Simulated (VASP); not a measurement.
A run of VASP 6.6.1 is set up as follows.

File POSCAR:

```
BN
1.0
    2.5539396017      0.0000000000      0.0000000000
   -1.2769698009      2.2117765748      0.0000000000
    0.0000000000      0.0000000000      4.2268550000
B N
2 2
Direct
    0.6666666667      0.3333333333      0.9642366223
    0.3333333333      0.6666666667      0.4997240000
    0.6666666667      0.3333333333      0.6252760000
    0.3333333333      0.6666666667      0.1252760000
```

Contents of INCAR.step1:

```
PREC = Accurate
ENCUT = 520
ISMEAR = 0
SIGMA = 0.05
LREAL = False
LASPH = True
NELM = 100
NBANDS = 16
GGA = PE
ALGO = Normal
EDIFF = 1E-4
LWAVE = True
LCHARG = False
```

Contents of INCAR.step2:

```
PREC = Accurate
ENCUT = 520
EDIFF = 1E-6
ISMEAR = 0
SIGMA = 0.05
LREAL = False
LASPH = True
NELM = 100
ALGO = Normal
ISIF = 2
LWAVE = False
LCHARG = True
METAGGA = R2SCAN
LMIXTAU = True
LELF = True
LVHAR = True
NBANDS = 16
ISTART = 1
```

File KPOINTS:

```
Automatic mesh
0
Gamma
  12 12 6
```

Potentials or basis: VASP PAW PBE potentials, release 64 (B, N).

Command:

```sh
$ cat potpaw_PBE.64/B/POTCAR potpaw_PBE.64/N/POTCAR > POTCAR
$ cp INCAR.step1 INCAR
$ mpirun -np 1 vasp_std > vasp.out
$ cp INCAR.step2 INCAR
$ mpirun -np 1 vasp_std > vasp.out
```

(1) Predict the largest force.

(2) What does it give for the band gap on the k mesh?

(3) What does it give for the pressure?

Results:

(1) 6.675 eV/Å.

(2) 4.15 eV, indirect (least direct gap 7.91 eV).

(3) -0.1 GPa.

Caveat: the cell differs from its parent crystal (atom 1 (B) moved -0.150 Å along Cartesian [0 0 1]); the PAW data sets were made with another functional, which shifts forces and pressure a little.
